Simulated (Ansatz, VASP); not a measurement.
One calculation of PbSe, two programs

File INCAR:

```
SYSTEM = PbSe
PREC = Accurate ; ENCUT = 520
EDIFF = 1E-7 ; ISMEAR = 0
SIGMA = 0.03 ; LREAL = .FALSE.
LASPH = .TRUE. ; NELM = 80
ALGO = Normal ; ISIF = 2
LWAVE = .FALSE. ; LCHARG = .FALSE.
GGA = PE ; IVDW = 12
NBANDS = 17
```

KPOINTS

```
regular mesh
0
G
  10 10 10
  0 0 0
```

The input POSCAR:

```
PbSe
1.0
   -0.0843449018      3.1514322392      3.0670873374
    3.1514322392     -0.0843449018      3.0670873374
    3.0670873374      3.0670873374      0.0000000000
Pb Se
1 1
Direct
    0.0000000000      0.0000000000      0.0000000000
    0.5000000000      0.5000000000      0.5000000000
```

Input for Ansatz:

```yaml
crystal:
  lattice:
    - [-0.0843449018, 3.1514322392, 3.0670873374]
    - [3.1514322392, -0.0843449018, 3.0670873374]
    - [3.0670873374, 3.0670873374, 0.0]
  atoms:
    - { symbol: Pb, position: [0.0, 0.0, 0.0] }
    - { symbol: Se, position: [0.5, 0.5, 0.5] }
basis:
  ecutwfc: 420
kpoints:
  mp_grid: { grid: [10, 10, 10] }
hamiltonian:
  xc: pbe
  dispersion: d3bj
scf:
  occupations: { method: gaussian, width: 0.03 }
output:
  forces: true
  stress: true
  eigenvalues: true
```

Change from the starting cell: engineering shear strain xy -0.0550, equal normal strain along x and y +0.0275.

Alike in both runs: task single point; functional PBE; dispersion D3(BJ); k mesh 10 × 10 × 10; occupations gaussian, width 0.03 eV; no spin polarisation.

|  | VASP | Ansatz |
| --- | --- | --- |
| version | VASP 6.6.1 | Ansatz 0.2.0 |
| potentials or method | VASP PAW PBE potentials, release 64 (Pb_d, Se), cutoff 520 eV | scalar-relativistic, plane waves, PAW |
| valence electrons in the cell | 20 | 30 |

VASP gave:

- gap on the k mesh at the Fermi level (eV): 0.23
- least direct gap on the mesh (eV): 0.39
- pressure (GPa): -2.3
- traceless stress, the component that is largest in VASP (GPa): 1.80

**Question.** Which values does Ansatz return?

**Answer.** gap on the k mesh at the Fermi level (eV): 0.22; least direct gap on the mesh (eV): 0.38; pressure (GPa): -2.3; traceless stress, the component that is largest in VASP (GPa): 1.80.

VASP's potentials hold 20 valence electrons a cell and Ansatz's 30, so a difference there can come from the potentials and not from the codes.

Spin-orbit coupling is off throughout.
